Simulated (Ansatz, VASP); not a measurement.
One calculation of Li2Se, two programs

POSCAR

```
Li2Se
1.0
    0.0000000000      2.9934588661      2.9934588661
    2.9934588661      0.0000000000      2.9934588661
    2.9934588661      2.9934588661      0.0000000000
Li Se
2 1
Direct
    0.2500000000      0.2500000000      0.2500000000
    0.7500000000      0.7500000000      0.7500000000
    0.0000000000      0.0000000000      0.0000000000
```

File INCAR.step1:

```
SYSTEM = Li2Se
PREC     = Accurate       ! precision mode
ENCUT    = 650            ! plane-wave cutoff, eV
EDIFF    = 1E-5           ! SCF threshold, eV
ISMEAR   = 1              ! smearing method
SIGMA    = 0.001          ! smearing width, eV
LREAL    = .False.        ! projectors in reciprocal space
LASPH    = .True.         ! aspherical terms in the spheres
NELM     = 120            ! most SCF steps
ALGO     = Normal         ! electronic algorithm
ISIF     = 2              ! what is computed and relaxed
LWAVE    = .True.         ! write WAVECAR
LCHARG   = .False.        ! write CHGCAR
NBANDS   = 13             ! bands
GGA      = PE             ! functional
GGA_COMPAT= .False.
```

Contents of INCAR.step2:

```
SYSTEM = Li2Se
PREC     = Accurate       ! precision mode
ENCUT    = 650            ! plane-wave cutoff, eV
EDIFF    = 1E-6           ! SCF threshold, eV
ISMEAR   = 1              ! smearing method
SIGMA    = 0.001          ! smearing width, eV
LREAL    = .False.        ! projectors in reciprocal space
LASPH    = .True.         ! aspherical terms in the spheres
NELM     = 120            ! most SCF steps
ALGO     = Normal         ! electronic algorithm
ISIF     = 2              ! what is computed and relaxed
LWAVE    = .False.        ! write WAVECAR
LCHARG   = .False.        ! write CHGCAR
GGA      = PE             ! functional
LHFCALC  = .True.         ! exact exchange
HFSCREEN = 0.2079         ! screening, 1/A
PRECFOCK = Normal       
NBANDS   = 13             ! bands
ISTART   = 1            
GGA_COMPAT= .False.
```

The input KPOINTS:

```
regular mesh
0
Gamma
  4 4 4
  0 0 0
```

Input for Ansatz:

```yaml
crystal:
  lattice:
    - [0.0, 2.9934588661, 2.9934588661]
    - [2.9934588661, 0.0, 2.9934588661]
    - [2.9934588661, 2.9934588661, 0.0]
  atoms:
    - { symbol: Li, position: [0.25, 0.25, 0.25] }
    - { symbol: Li, position: [0.75, 0.75, 0.75] }
    - { symbol: Se, position: [0.0, 0.0, 0.0] }
kpoints:
  mp_grid: { grid: [4, 4, 4] }
hamiltonian:
  xc: hse06
scf:
  occupations: { method: methfessel_paxton, width: 0.001 }
  n_extra_bands: 4
output:
  forces: true
  stress: true
  eigenvalues: true
```

Alike in both runs: task single point; functional HSE06; k mesh 4 × 4 × 4; occupations methfessel-paxton of order 1, width 0.001 eV; no spin polarisation.

|  | VASP | Ansatz |
| --- | --- | --- |
| version | VASP 6.6.1 | Ansatz 0.2.0 |
| potentials or method | VASP PAW PBE potentials, release 64 (Li_sv, Se) | plane waves |
| plane-wave cutoff (eV) | 650 | 420 |
| valence electrons in the cell | 12 | 22 |

|  | VASP | Ansatz | Ansatz less VASP |
| --- | --- | --- | --- |
| gap on the k mesh at the Fermi level (eV) | 3.83 | 3.82 | -0.010 |
| pressure (GPa) | -0.5 | -0.3 | +0.22 |

VASP's potentials hold 12 valence electrons a cell and Ansatz's 22, so a difference there can come from the potentials and not from the codes. Ansatz's warnings: stress exchange threshold loose, stress scf threshold loose.

The k mesh is coarse, so the values compare programs but aren't converged.
